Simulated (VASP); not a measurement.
# Be (P6/mmm) in VASP: notebook, part 2 of 2

VASP 6.6.1. The steps go on from the part before.

**4. Relaxation of shape and atoms at fixed volume, PBE**

This run uses another cell than the first one, of 4.84 Å³/atom.

Input file INCAR:

```
PREC = Accurate
ENCUT = 600
EDIFF = 1E-7
ISMEAR = -1
SIGMA = 0.08
LREAL = F
LASPH = T
NELM = 100
ALGO = Normal
ISIF = 4
LWAVE = F
LCHARG = F
GGA = PE
IBRION = 2
NSW = 50
EDIFFG = -0.005
```

Input file KPOINTS:

```
regular mesh
0
Gamma
  10 10 14
```

Input file POSCAR:

```
Be
1.0
    3.0113940218      0.0000000000      0.0000000000
   -1.5056970109      2.6079437237      0.0000000000
    0.0000000000      0.0000000000      1.8486456669
Be
3
Direct
    0.0000000000      0.0000000000      0.0000000000
    0.3333333333      0.6666666667      0.5000000000
    0.6666666667      0.3333333333      0.5000000000
```

Potentials or basis: VASP PAW PBE potentials, release 64 (Be).

On the command line:

```sh
$ cat potpaw_PBE.64/Be/POTCAR > POTCAR
$ mpirun -np 1 vasp_std > vasp.out
```

OUTCAR:

```text
PREC = Accurate
   ENCUT = 600
   EDIFF = 1E-7
   ISMEAR = -1
   LREAL = F
   LASPH = T
   NELM = 100
   ISIF = 4
   GGA = PE
   IBRION = 2
   NSW = 50
   EDIFFG = -0.005

 ion  position               nearest neighbor table
   1  0.000  0.000  0.000-   2 1.97   3 1.97   2 1.97   3 1.97   3 1.97   3 1.97   2 1.97   2 1.97
                             3 1.97   3 1.97   2 1.97   2 1.97
   2  0.333  0.667  0.500-   3 1.74   3 1.74   3 1.74   1 1.97   1 1.97   1 1.97   1 1.97   1 1.97
                             1 1.97
   3  0.667  0.333  0.500-   2 1.74   2 1.74   2 1.74   1 1.97   1 1.97   1 1.97   1 1.97   1 1.97
                             1 1.97

  LATTYP: Found a hexagonal cell.
 ALAT       =     3.0113940218
 C/A-ratio  =     0.6138836876

  Lattice vectors:

 A1 = (   3.0113940218,   0.0000000000,   0.0000000000)
 A2 = (  -1.5056970109,   2.6079437237,   0.0000000000)
 A3 = (   0.0000000000,   0.0000000000,   1.8486456669)

[... 256 lines left out ...]
  free energy    TOTEN  =        -7.90405074 eV

  energy without entropy =       -7.90009186  energy(sigma->0) =       -7.90207130

 E-fermi :  12.9597     XC(G=0): -12.3453

 val. band max:       12.9094567376   @ k =   0.3000   0.0000   0.5000
 cond. band min:      13.0457573133   @ k =   0.1000   0.0000   0.0714
 fundamental gap:      0.1363005757
 Fermi energy:        12.9596913370

 k-point     1 :       0.0000    0.0000    0.0000
  band No.  band energies     occupation
      1      -2.2404      2.00000
      2      10.3591      2.00000
      3      10.3591      2.00000
      4      10.6326      2.00000
      5      10.6326      2.00000
      6      22.4135      0.00000
      7      23.2003      0.00000
[... 221 lines left out ...]
 k-point    24 :       0.4000    0.1000    0.0714
  band No.  band energies     occupation
      1       0.6321      2.00000
      2       1.9552      2.00000
      3       4.9956      2.00000
      4      15.7275      0.00000
      5      23.4379      0.00000
      6      27.0153      0.00000
      7      28.7911      0.00000

 [... further k-points ...]
[... 5 lines left out ...]
  --------------------------------------------------------------------------------------
  -------------------------------------------------------------------------------------
  Total       12.4397396     12.4397396     12.4376538      0.0000000     -0.0000000      0.0000000
  in kB     1372.7845894   1372.7845894   1372.5544094      0.0000000     -0.0000000      0.0000000
  external PRESSURE =    1372.7078627 kB  Pullay stress =       0.0000000 kB
[... 18 lines left out ...]
  FREE ENERGIE OF THE ION-ELECTRON SYSTEM (eV)
  ---------------------------------------------------
  free  energy   TOTEN  =        -7.9040507381 eV

  energy  without entropy=       -7.9000918634  energy(sigma->0) =       -7.90207130

 reached required accuracy - stopping structural energy minimisation
```

OSZICAR:

```text
N       E                     dE             d eps       ncg     rms          rms(c)
DAV:   1     0.866563714003E+01    0.86656E+01   -0.35732E+03  1575   0.860E+02
DAV:   2    -0.811041410357E+01   -0.16776E+02   -0.16296E+02  2464   0.147E+02
DAV:   3    -0.819558624552E+01   -0.85172E-01   -0.77969E-01  2037   0.927E+00
DAV:   4    -0.819579695142E+01   -0.21071E-03   -0.20596E-03  2436   0.283E-01
[... 19 lines left out ...]
DAV:   1    -0.790413747859E+01   -0.84383E-02   -0.57872E-02  1967   0.195E+00    0.824E-02
DAV:   2    -0.790408503727E+01    0.52441E-04   -0.19325E-04  2212   0.156E-01    0.491E-02
DAV:   3    -0.790405101470E+01    0.34023E-04   -0.46556E-05  2100   0.509E-02    0.244E-03
DAV:   4    -0.790405077480E+01    0.23990E-06   -0.61860E-07  1981   0.742E-03    0.119E-03
DAV:   5    -0.790405073814E+01    0.36659E-07   -0.17396E-07  1624   0.324E-03
   3 F= -.79040507E+01 E0= -.79020713E+01  d E =-.254324E-01
```

It took 34 s on 1 thread of Intel Xeon 8259CL, shared host; peak memory 0.13 GiB.

What came out:

```yaml
Free_energy: -7.9041 eV
Energy_gained_by_relaxing: 8.5 meV/atom
Ionic_steps: 3
Pressure_after_relaxing: 137.3 GPa
Band_gap_on_the_k_mesh: zero (bands 3 and 4 overlap by 7.73 eV)
```

Step by step:
| step | energy change (eV) | largest force (eV/Å) | pressure (GPa) | volume (Å³) |
| --- | --- | --- | --- | --- |
| 1 | 0.0000 | 0.0000 | 137.86 | 14.52 |
| 2 | -0.0171 | 0.0000 | 137.16 | 14.52 |
| 3 | -0.0254 | 0.0000 | 137.27 | 14.52 |

Final structure:
```
Be
1.0
     3.03950    0.00000    0.00000
    -1.51975    2.63228    0.00000
     0.00000    0.00000    1.81462
Be
3
Cartesian
  0.0000 0.0000 0.0000
  0.0000 1.7549 0.9073
  1.5198 0.8774 0.9073
```

**5. Relaxation of shape and atoms at fixed volume, PBE**

This run uses another cell than the first one, of 6.78 Å³/atom.

Input file INCAR:

```
SYSTEM = Be
PREC = Accurate
ENCUT = 600
EDIFF = 1E-6
ISMEAR = -1
SIGMA = 0.08
LREAL = .FALSE.
LASPH = .TRUE.
NELM = 80
ALGO = Normal
ISIF = 4
LWAVE = .FALSE.
LCHARG = .FALSE.
GGA = PE
IBRION = 2
NSW = 50
EDIFFG = -0.005
```

Input file KPOINTS:

```
Automatic mesh
0
G
  10 10 14
  0 0 0
```

Input file POSCAR:

```
Be
1.0
    3.3688131924      0.0000000000      0.0000000000
   -1.6844065962      2.9174778052      0.0000000000
    0.0000000000      0.0000000000      2.0680594654
Be
3
Direct
    0.0000000000      0.0000000000      0.0000000000
    0.3333333333      0.6666666667      0.5000000000
    0.6666666667      0.3333333333      0.5000000000
```

Potentials or basis: VASP PAW PBE potentials, release 64 (Be).

On the command line:

```sh
$ cat potpaw_PBE.64/Be/POTCAR > POTCAR
$ mpirun -np 1 vasp_std > vasp.out
```

OUTCAR:

```text
SYSTEM = Be
   PREC = Accurate
   ENCUT = 600
   EDIFF = 1E-6
   ISMEAR = -1
   LREAL = .FALSE.
   LASPH = .TRUE.
   NELM = 80
   ISIF = 4
   GGA = PE
   IBRION = 2
   NSW = 50
   EDIFFG = -0.005

 ion  position               nearest neighbor table
   1  0.000  0.000  0.000-   2 2.20   3 2.20   2 2.20   3 2.20   2 2.20   2 2.20   3 2.20   3 2.20
                             3 2.20   3 2.20   2 2.20   2 2.20
   2  0.333  0.667  0.500-   3 1.94   3 1.94   3 1.94   1 2.20   1 2.20   1 2.20   1 2.20   1 2.20
                             1 2.20
   3  0.667  0.333  0.500-   2 1.94   2 1.94   2 1.94   1 2.20   1 2.20   1 2.20   1 2.20   1 2.20
                             1 2.20

  LATTYP: Found a hexagonal cell.
 ALAT       =     3.3688131924
 C/A-ratio  =     0.6138836876

  Lattice vectors:

 A1 = (   3.3688131924,   0.0000000000,   0.0000000000)
 A2 = (  -1.6844065962,   2.9174778052,   0.0000000000)
 A3 = (   0.0000000000,   0.0000000000,   2.0680594654)

Analysis of symmetry for initial positions (statically):
=====================================================================
 Subroutine PRICEL returns:
 Original cell was already a primitive cell.

[... 179 lines left out ...]
  -------------------------------------------------------------------------------------
  Total        3.7465720      3.7465720      2.8213301      0.0000000      0.0000000      0.0000000
  in kB      295.3229232    295.3229232    222.3908806      0.0000000      0.0000000      0.0000000
  external PRESSURE =     271.0122423 kB  Pullay stress =       0.0000000 kB
[... 61 lines left out ...]
--------------------------------------- Ionic step        3  -------------------------------------------

 number of electron       6.0000000 magnetization

 Free energy of the ion-electron system (eV)
  ---------------------------------------------------
  ext. energy  EPLUGINS =         0.00000000
  ---------------------------------------------------
  free energy    TOTEN  =       -10.45619172 eV

  energy without entropy =      -10.44751243  energy(sigma->0) =      -10.45185207

 E-fermi :   9.2312     XC(G=0): -11.1288

 val. band max:        9.1890513095   @ k =   0.4000   0.2000   0.5000
 cond. band min:       9.2955257917   @ k =   0.0000   0.0000   0.2143
 fundamental gap:      0.1064744822
 Fermi energy:         9.2311563010

 k-point     1 :       0.0000    0.0000    0.0000
  band No.  band energies     occupation
      1      -3.8463      2.00000
      2       7.4632      2.00000
      3       7.4632      2.00000
      4       7.6977      2.00000
      5       7.6977      2.00000
      6      15.6766      0.00000
      7      16.0159      0.00000
[... 221 lines left out ...]
 k-point    24 :       0.4000    0.1000    0.0714
  band No.  band energies     occupation
      1      -1.1545      2.00000
      2       0.0656      2.00000
      3       3.0460      2.00000
      4      10.8021      0.00000
      5      17.6437      0.00000
      6      20.4371      0.00000
      7      21.6311      0.00000

 [... further k-points ...]
[... 5 lines left out ...]
  --------------------------------------------------------------------------------------
  -------------------------------------------------------------------------------------
  Total        3.3802075      3.3802075      3.3794860      0.0000000     -0.0000000     -0.0000000
  in kB      266.4443021    266.4443021    266.3874260      0.0000000     -0.0000000     -0.0000000
  external PRESSURE =     266.4253434 kB  Pullay stress =       0.0000000 kB
[... 18 lines left out ...]
  FREE ENERGIE OF THE ION-ELECTRON SYSTEM (eV)
  ---------------------------------------------------
  free  energy   TOTEN  =       -10.4561917162 eV

  energy  without entropy=      -10.4475124288  energy(sigma->0) =      -10.45185207

 reached required accuracy - stopping structural energy minimisation
```

Wall time 35 s (1 thread of Intel Xeon 8259CL, shared host); peak memory 0.14 GiB.

What came out:

- Free energy: -10.4562 eV
- Energy gained by relaxing: 1.6 meV/atom
- Ionic steps: 3
- Pressure after relaxing: 26.6 GPa
- Band gap on the k mesh: zero (bands 3 and 4 overlap by 5.72 eV)

The path:
```csv
step,energy change (eV),largest force (eV/Å),pressure (GPa),volume (Å³)
1,0.0000,0.0000,27.10,20.33
2,-0.0049,0.0000,26.67,20.33
3,-0.0049,0.0000,26.64,20.33
```

Final structure:
```
Be
1.0
     3.38652    0.00000    0.00000
    -1.69326    2.93281    0.00000
     0.00000    0.00000    2.04649
Be
3
Direct
  0.00000 0.00000 0.00000
  0.33333 0.66667 0.50000
  0.66667 0.33333 0.50000
```

**6. Summary**

| task | cell | cutoff (eV) | gap on the mesh (eV) | pressure (GPa) |
| --- | --- | --- | --- | --- |
| single point | a = 3.570, b = 3.570, c = 2.192 Å, angles 90.0, 90.0, 120.0°, 3 atoms | 520 | none | 0.1 |
| relaxation of shape and atoms at fixed volume | relaxed from a = 2.736, b = 2.736, c = 1.680 Å, angles 90.0, 90.0, 120.0°, 3 atoms | 600 | none | 347.2 |
| relaxation of shape and atoms at fixed volume | relaxed from a = 3.011, b = 3.011, c = 1.849 Å, angles 90.0, 90.0, 120.0°, 3 atoms | 600 | none | 137.3 |
| relaxation of shape and atoms at fixed volume | relaxed from a = 3.369, b = 3.369, c = 2.068 Å, angles 90.0, 90.0, 120.0°, 3 atoms | 600 | none | 26.6 |

Alike in all rows: level PBE; potentials or basis VASP PAW PBE potentials, release 64 (Be); no spin polarisation; k mesh 10 × 10 × 14; smearing fermi-dirac 0.08 eV.

Total energies depend on the potentials used, so only differences within one code and one set of settings carry meaning.
